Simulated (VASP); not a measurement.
Write the native input for VASP 6.6.1 that does the following.

```yaml
Task: relaxation of cell and atoms
Functional: PBE
Potentials_or_basis: VASP PAW PBE potentials, release 64 (Ta_pv, As)
Cutoff: 600 eV
k_mesh: 4 × 4 × 4
Occupations: gaussian, width 0.1 eV
Spin: no spin polarisation
Dipole_correction: no
Further_INCAR_settings: ALGO = Normal; EDIFF = 1e-06; IBRION = 2; EDIFFG = -0.04; NSW = 90; ISIF = 3
```

The structure of TaAs3 lies in POSCAR:

```
TaAs3
1.0
    4.8585371554      0.0000000000      0.0000000000
    0.0000000000      6.0435186658      0.0000000000
    0.0000000000      0.0000000000      5.1127038283
Ta As
2 6
Direct
    0.0000000000      0.0000000000      0.6700000000
    0.5000000000      0.5000000000      0.3300000000
    0.0000000000      0.2500000000      0.1670000000
    0.0000000000      0.7500000000      0.1670000000
    0.5000000000      0.7500000000      0.8330000000
    0.5000000000      0.2500000000      0.8330000000
    0.5000000000      0.0000000000      0.3300000000
    0.0000000000      0.5000000000      0.6700000000
```

These files were run (other wordings do the same):

INCAR

```
SYSTEM = TaAs3
  ALGO = Normal
  EDIFF = 1E-6
  EDIFFG = -0.04
  ENCUT = 600
  GGA = PE
  IBRION = 2
  ISIF = 3
  ISMEAR = 0
  LASPH = .True.
  LCHARG = .False.
  LREAL = .False.
  LWAVE = .False.
  NELM = 60
  NSW = 90
  PREC = Accurate
  SIGMA = 0.1
```

KPOINTS

```
k-points
0
Gamma
  4 4 4
  0 0 0
```

Potentials or basis: VASP PAW PBE potentials, release 64 (Ta_pv, As).

Command:

```bash
$ cat potpaw_PBE.64/Ta_pv/POTCAR potpaw_PBE.64/As/POTCAR > POTCAR
$ mpirun -np 1 vasp_std > vasp.out
```

It gave:

* Relaxed volume: 18.72 Å³/atom
* Relaxed cell: a = 4.464 Å, b = 5.181 Å, c = 6.476 Å, α = 90.00°, β = 90.00°, γ = 90.00°
* Space group after relaxing (to 0.05 Å): Pmmn (No. 59)
* Energy gained by relaxing: 235.4 meV/atom
* Ionic steps: 39
* Pressure after relaxing: 0.1 GPa
* Largest force after relaxing: 0.036 eV/Å
* Band gap on the k mesh: zero (band 26 reaches 6.66 eV, above the bottom of band 27 at 5.89 eV)

Caveat: spin-orbit coupling is left out, which moves the levels of the heavy elements.

Run time: 56 min on 1 thread of Intel(R) Xeon(R) Platinum 8259CL CPU @ 2.50GHz (Skylake/Cascade Lake) (shared host), peak memory 0.37 GiB.
